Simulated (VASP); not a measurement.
# SnO (Pmn2_1) in VASP: single point with r2SCAN

Aim: the single point of SnO with r2SCAN.

All numbers are computed with VASP 6.6.1; they aren't measurements. Logs are shortened: lines on timing, memory, paths and dates and some standing lists are left out, and cuts for length are marked.

### 1 The cell of the first run

It takes space group Pmn2_1 (No. 31, orthorhombic). Conventional cell: a = 3.355 Å, b = 5.674 Å, c = 4.222 Å, α = 90.00°, β = 90.00°, γ = 90.00°. Within 2.8 Å of Sn (site symmetry m) lie 3 O at 2.15 to 2.16 Å. Within 2.8 Å of O (site symmetry m) lie 3 Sn at 2.15 to 2.16 Å.

### 2 Single point, r2SCAN

POSCAR

```
SnO
1.0
    3.3550050000      0.0000000000      0.0000000000
    0.0000000000      5.6741040000      0.0000000000
    0.0000000000      0.0000000000      4.2219700000
Sn O
2 2
Direct
    0.0000000000      0.2319090000      0.5131440000
    0.5000000000      0.7680910000      0.0131440000
    0.0000000000      0.8912500000      0.7368570000
    0.5000000000      0.1087500000      0.2368570000
```

INCAR.step1

```
SYSTEM = SnO
ALGO = Normal ; EDIFF = 1E-4
ENCUT = 520 ; GGA = PE
ISMEAR = 0 ; LASPH = .True.
LCHARG = .False. ; LREAL = .False.
LWAVE = .True. ; NBANDS = 28
NELM = 80 ; PREC = Accurate
SIGMA = 0.05
```

INCAR.step2

```
SYSTEM = SnO
ALGO = Normal ; EDIFF = 1E-7
ENCUT = 520 ; ISIF = 2
ISMEAR = 0 ; ISTART = 1
LASPH = .True. ; LCHARG = .True.
LELF = .True. ; LMIXTAU = .True.
LREAL = .False. ; LVHAR = .True.
LWAVE = .False. ; METAGGA = R2SCAN
NBANDS = 28 ; NELM = 80
PREC = Accurate ; SIGMA = 0.05
```

KPOINTS

```
k-points
0
Gamma
  8 6 6
  0 0 0
```

Potentials or basis: VASP PAW PBE potentials, release 64 (Sn_d, O).

Run with:

```
> cat potpaw_PBE.64/Sn_d/POTCAR potpaw_PBE.64/O/POTCAR > POTCAR
> cp INCAR.step1 INCAR
> mpirun -np 1 vasp_std > vasp.out
> cp INCAR.step2 INCAR
> mpirun -np 1 vasp_std > vasp.out
```

OUTCAR:

```text
SYSTEM = SnO
   EDIFF = 1E-7
   ENCUT = 520
   ISIF = 2
   ISMEAR = 0
   ISTART = 1
   LASPH = .True.
   LREAL = .False.
   METAGGA = R2SCAN
   NELM = 80
   PREC = Accurate

 ion  position               nearest neighbor table
   1  0.000  0.232  0.513-   3 2.15   4 2.16   4 2.16
   2  0.500  0.768  0.013-   4 2.15   3 2.16   3 2.16
   3  0.000  0.891  0.737-   1 2.15   2 2.16   2 2.16
   4  0.500  0.109  0.237-   2 2.15   1 2.16   1 2.16

  LATTYP: Found a simple orthorhombic cell.
 ALAT       =     3.3550050000
 B/A-ratio  =     1.2584094510
 C/A-ratio  =     1.6912356315

  Lattice vectors:

 A1 = (  -3.3550050000,   0.0000000000,   0.0000000000)
 A2 = (   0.0000000000,   0.0000000000,   4.2219700000)
 A3 = (   0.0000000000,   5.6741040000,   0.0000000000)

Analysis of symmetry for initial positions (statically):
=====================================================================
 Subroutine PRICEL returns:
 Original cell was already a primitive cell.

 Routine SETGRP: Setting up the symmetry group for a
 simple orthorhombic supercell.

 Subroutine GETGRP returns: Found  4 space group operations
 (whereof  2 operations were pure point group operations)
 out of a pool of  8 trial point group operations.

The static configuration has the point symmetry C_1h.
 The point group associated with its full space group is C_2v.

Analysis of symmetry for dynamics (positions and initial velocities):
=====================================================================
 Subroutine PRICEL returns:
 Original cell was already a primitive cell.

 Routine SETGRP: Setting up the symmetry group for a
 simple orthorhombic supercell.

 Subroutine GETGRP returns: Found  4 space group operations
 (whereof  2 operations were pure point group operations)
 out of a pool of  8 trial point group operations.

The dynamic configuration has the point symmetry C_1h.
 The point group associated with its full space group is C_2v.

 Subroutine INISYM returns: Found  4 space group operations
 (whereof  2 operations are pure point group operations),
 and found     1 'primitive' translations

----------------------------------------------------------------------------------------

                                     Primitive cell

  volume of cell :      80.3722

  direct lattice vectors                    reciprocal lattice vectors
     3.355005000  0.000000000  0.000000000     0.298062149  0.000000000  0.000000000
     0.000000000  5.674104000  0.000000000     0.000000000  0.176239279  0.000000000
     0.000000000  0.000000000  4.221970000     0.000000000  0.000000000  0.236856254

  length of vectors
     3.355005000  5.674104000  4.221970000     0.298062149  0.176239279  0.236856254

  position of ions in fractional coordinates (direct lattice)
     0.000000000  0.231909000  0.513144000
     0.500000000  0.768091000  0.013144000
     0.000000000  0.891250000  0.736857000
     0.500000000  0.108750000  0.236857000

  ion indices of the primitive-cell ions
   primitive index   ion index
                 1           1
                 2           2
                 3           3
                 4           4

----------------------------------------------------------------------------------------

 KPOINTS: k-points

Automatic generation of k-mesh.
 Grid dimensions read from file:
 generate k-points for:    8    6    6

 Generating k-lattice:

  Cartesian coordinates                     Fractional coordinates (reciprocal lattice)
     0.037257769  0.000000000  0.000000000     0.125000000  0.000000000  0.000000000
     0.000000000  0.029373213  0.000000000     0.000000000  0.166666667  0.000000000
     0.000000000  0.000000000  0.039476042     0.000000000  0.000000000  0.166666667

  Length of vectors
     0.037257769  0.029373213  0.039476042

  Shift w.r.t. Gamma in fractional coordinates (k-lattice)
     0.000000000  0.000000000  0.000000000

 Subroutine IBZKPT returns following result:
 ===========================================

 Found     80 irreducible k-points:

 Following reciprocal coordinates:
            Coordinates               Weight
  0.000000  0.000000  0.000000      1.000000
  0.125000  0.000000  0.000000      2.000000
  0.250000  0.000000  0.000000      2.000000
  0.375000  0.000000  0.000000      2.000000
  0.500000  0.000000  0.000000      1.000000
  0.000000  0.166667  0.000000      2.000000
[... 16 lines left out ...]
  0.250000  0.000000  0.166667      4.000000
  0.375000  0.000000  0.166667      4.000000
 [... further k-points ...]
   k-points           NKPTS =     80   k-points in BZ     NKDIM =     80   number of bands    NBANDS=     28
   number of dos      NEDOS =    301   number of ions     NIONS =      4
   total plane-waves  NPLWV =  37632
   dimension x,y,z NGX =    28 NGY =   42 NGZ =   32
   dimension x,y,z NGXF=    56 NGYF=   84 NGZF=   64
   ions per type =               2   2
   NGX,Y,Z   is equivalent  to a cutoff of  13.87, 12.31, 12.60 a.u.
   NGXF,Y,Z  is equivalent  to a cutoff of  27.75, 24.61, 25.20 a.u.
 SYSTEM =  SnO
   PREC   = accura    normal or accurate (medium, high low for compatibility)
   ISTART =      1    job   : 0-new  1-cont  2-samecut
   ICHARG =      0    charge: 1-file 2-atom 10-const
   ISPIN  =      1    spin polarized calculation?
   LNONCOLLINEAR =      F non collinear calculations
   LSORBIT =      F    spin-orbit coupling
   LASPH  =      T    aspherical Exc in radial PAW
   ENCUT  =  520.0 eV  38.22 Ry    6.18 a.u.   6.24 10.55  7.85*2*pi/ulx,y,z
   NELM   =     80;   NELMIN=  2; NELMDL=  0     # of ELM steps
   EDIFF  = 0.1E-06   stopping-criterion for ELM
   LREAL  =      F    real-space projection
   EDIFFG = 0.1E-05   stopping-criterion for IOM
   NSW    =      0    number of steps for IOM
   IBRION =     -1    ionic relax: 0-MD 1-quasi-New 2-CG
   NFREE  =      0    steps in history (QN), initial steepest desc. (CG)
   ISIF   =      2    stress and relaxation
   ISYM   =      2    0-nonsym 1-usesym 2-fastsym
   POTIM  = 0.5000    time-step for ionic-motion
   TEBEG  =    0.0;   TEEND  =   0.0 temperature during run
   PSTRESS=    0.0 pullay stress
   NELECT =      40.0000    total number of electrons
   NUPDOWN=      -1.0000    fix difference up-down
   EMIN   =  10.00;   EMAX   =-10.00  energy-range for DOS
   EFERMI =   0.00;   METHOD = LEGACY
   ISMEAR =     0;   SIGMA  =   0.05  broadening in eV -4-tet -1-fermi 0-gaus
   EFERMI_NEDOS =   21; number of points for ismear=-14 and -15
   IALGO  =     38    algorithm
   IMIX   =      4    mixing-type and parameters
     AMIX     =   0.40;   BMIX     =  1.00
     AMIX_MAG =   1.60;   BMIX_MAG =  1.00
  volume/ion in A,a.u.               =      20.09       135.59
  Fermi-wavevector in a.u.,A,eV,Ry     =   1.297357  2.451650 22.900458  1.683136
  Thomas-Fermi vector in A             =   2.428755
   LORBIT       =      0    0 simple, 1 ext, 2 COOP (PROOUT), +10 PAW based schemes
   METAGGA = R2SCAN    functional components
   LHFCALC =     F    Hartree Fock is set to
   AEXX    =    0.0000 exact exchange contribution
   IVDW    =     0    specifies the selected vdW correction
   LEPSILON=     F    determine dielectric tensor
   LRPA    =     F    only Hartree local field effects (RPA)
 non-spin polarized calculation
 Gauss-broadening in eV      SIGMA  =   0.05
  energy-cutoff  :      520.00
  volume of cell :       80.37
 maximum number of plane-waves:      2178
 NGX is ok and might be reduce to    28
   NGX = 13   NGY = 21   NGZ = 15

 number of electron      39.9999992 magnetization

 Free energy of the ion-electron system (eV)
  ---------------------------------------------------
  ext. energy  EPLUGINS =         0.00000000
  ---------------------------------------------------
  free energy    TOTEN  =       -66.55833752 eV

  energy without entropy =      -66.55833752  energy(sigma->0) =      -66.55833752

 E-fermi :   4.8361     XC(G=0): -10.1359

 val. band max:        4.6273160506   @ k =   0.0000   0.0000   0.0000
 cond. band min:       6.3256361711   @ k =   0.3750   0.5000   0.0000
 fundamental gap:      1.6983201205
 Fermi energy:         4.8361318322

 k-point     1 :       0.0000    0.0000    0.0000
  band No.  band energies     occupation
      1     -17.3088      2.00000
      2     -16.8890      2.00000
      3     -16.7804      2.00000
      4     -16.7706      2.00000
      5     -16.7420      2.00000
      6     -16.6989      2.00000
[... 20 lines left out ...]
     27      14.0667      0.00000
     28      14.6869      0.00000

 k-point     2 :       0.1250    0.0000    0.0000
  band No.  band energies     occupation
      1     -17.3033      2.00000
      2     -16.8914      2.00000
      3     -16.8151      2.00000
      4     -16.7730      2.00000
      5     -16.7485      2.00000
      6     -16.6978      2.00000
[... 20 lines left out ...]
     27      14.1051      0.00000
     28      14.7765      0.00000

 k-point     3 :       0.2500    0.0000    0.0000
  band No.  band energies     occupation
      1     -17.2975      2.00000
      2     -17.0253      2.00000
      3     -16.7845      2.00000
      4     -16.7686      2.00000
      5     -16.7387      2.00000
      6     -16.7026      2.00000
[... 20 lines left out ...]
     27      13.6775      0.00000
     28      14.9237      0.00000

 k-point     4 :       0.3750    0.0000    0.0000
  band No.  band energies     occupation
      1     -17.2936      2.00000
      2     -17.1716      2.00000
      3     -16.7639      2.00000
      4     -16.7494      2.00000
      5     -16.7145      2.00000
      6     -16.7063      2.00000
[... 578 lines left out ...]
     27      14.6909      0.00000
     28      15.6070      0.00000

 k-point    23 :       0.2500    0.0000    0.1667
  band No.  band energies     occupation
      1     -17.2874      2.00000
      2     -17.0563      2.00000
      3     -16.7839      2.00000
      4     -16.7716      2.00000
      5     -16.7349      2.00000
      6     -16.7088      2.00000
[... 20 lines left out ...]
     27      14.3377      0.00000
     28      15.7038      0.00000

 k-point    24 :       0.3750    0.0000    0.1667
  band No.  band energies     occupation
      1     -17.2927      2.00000
      2     -17.1887      2.00000
      3     -16.7679      2.00000
      4     -16.7572      2.00000
      5     -16.7108      2.00000
      6     -16.7040      2.00000
[... 20 lines left out ...]
     27      14.3153      0.00000
     28      15.3983      0.00000

 [... further k-points ...]

------------------------ aborting loop because EDIFF is reached ----------------------------------------

  FORCE on cell =-STRESS in cart. coord.  units (eV):
  Direction    XX          YY          ZZ          XY          YZ          ZX
  --------------------------------------------------------------------------------------
  -------------------------------------------------------------------------------------
  Total       -1.7523540     -1.0302047     -1.1822407      0.0000000      0.0000000      0.0000000
  in kB      -34.9322711    -20.5365982    -23.5673575      0.0000000      0.0000000      0.0000000
  external PRESSURE =     -26.3454090 kB  Pullay stress =       0.0000000 kB

 VOLUME and BASIS-vectors are now :
 -----------------------------------------------------------------------------
  energy-cutoff  :      520.00
  volume of cell :       80.37
      direct lattice vectors                 reciprocal lattice vectors
     3.355005000  0.000000000  0.000000000     0.298062149  0.000000000  0.000000000
     0.000000000  5.674104000  0.000000000     0.000000000  0.176239279  0.000000000
     0.000000000  0.000000000  4.221970000     0.000000000  0.000000000  0.236856254

 POSITION                                       TOTAL-FORCE (eV/Angst)
 -----------------------------------------------------------------------------------
      0.00000      1.31588      2.16648         0.000000     -0.486244     -0.155244
      1.67750      4.35823      0.05549         0.000000      0.486244     -0.155244
      0.00000      5.05705      3.11099         0.000000      0.191372      0.155244
      1.67750      0.61706      1.00000         0.000000     -0.191372      0.155244
 -----------------------------------------------------------------------------------
    total drift:                                0.000000      0.000000     -0.005380

  FREE ENERGIE OF THE ION-ELECTRON SYSTEM (eV)
  ---------------------------------------------------
  free  energy   TOTEN  =       -66.5583375228 eV

  energy  without entropy=      -66.5583375228  energy(sigma->0) =      -66.55833752
```

It took 7.1 min on 1 thread of Intel Xeon Platinum 8259CL at 2.50GHz (Skylake/Cascade Lake), shared host; peak memory 0.3 GiB.

Results:

```yaml
Free_energy: -66.5583 eV
Pressure: -2.6 GPa
Largest_force: 0.510 eV/Å
Band_gap_on_the_k_mesh: 1.70 eV (least direct gap 2.34 eV)
```

Forces in eV/Å, atoms in the order of the input:
```
Sn   0.000 -0.486 -0.155
Sn   0.000  0.486 -0.155
O    0.000  0.191  0.155
O    0.000 -0.191  0.155
```

Levels at points of the mesh, in eV from the valence-band top:
```csv
k point,band 18,band 19,band 20,band 21,band 22,band 23
"(0.00, 0.00, 0.00)",-2.79,-2.20,0.00,3.03,3.60,6.36
"(0.50, 0.00, 0.00)",-2.75,-1.26,-1.26,2.91,2.91,5.97
"(0.00, 0.50, 0.00)",-2.82,-1.70,-1.46,3.73,4.29,5.24
"(0.50, 0.50, 0.00)",-2.82,-0.90,-0.90,2.20,2.20,6.70
"(0.00, 0.00, 0.50)",-3.36,-1.75,-1.75,3.07,3.07,5.71
"(0.50, 0.00, 0.50)",-3.26,-1.10,-1.10,2.40,2.40,5.02
"(0.00, 0.50, 0.50)",-3.03,-1.54,-1.54,2.24,2.24,6.53
"(0.50, 0.50, 0.50)",-3.54,-0.46,-0.46,2.71,2.71,4.58
```

Caveat: the PAW data sets were made with another functional, which shifts forces and pressure a little; spin-orbit coupling is left out, which moves the levels of the heavy elements. A k mesh can miss the band edges.
